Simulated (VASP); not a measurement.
Runs of VASP 6.6.1 on Sn. The structure is that of space group I4_1/amd (No. 141), or close to it. The cells are those of the table. 

```tsv
cell	gap on the mesh (eV)	pressure (GPa)
a = 4.381 Å, angles 97.6, 97.6, 137.4°, 2 atoms	none	-0.7
a = 4.408 Å, angles 97.2, 97.2, 138.6°, 2 atoms	none	-0.7
a = 4.390 Å, angles 97.4, 97.4, 137.8°, 2 atoms	none	-0.7
a = 4.401, b = 4.401, c = 4.418 Å, angles 97.2, 97.2, 137.6°, 2 atoms	none	-1.8
a = 4.330 Å, angles 97.4, 97.4, 137.8°, 2 atoms	none	(a)
a = 4.403 Å, angles 97.1, 97.1, 139.0°, 2 atoms	none	-0.1
a = 4.360 Å, angles 97.4, 97.4, 137.8°, 2 atoms	none	0.5
```

Alike in all rows: task single point; level LDA; potentials or basis VASP PAW LDA potentials, release 64 (Sn_d); no spin polarisation; k mesh 15 × 15 × 15; cutoff (eV) 520; smearing fermi-dirac 0.05 eV.

Q: Estimate the missing entries.

A: (a) 1.9.

Caveats: spin-orbit coupling is left out, which moves the levels of the heavy elements.

A k mesh can miss the band edges, and the runs leave out spin-orbit coupling on Sn.

A gap of «none» marks levels without a gap at the run's occupations.
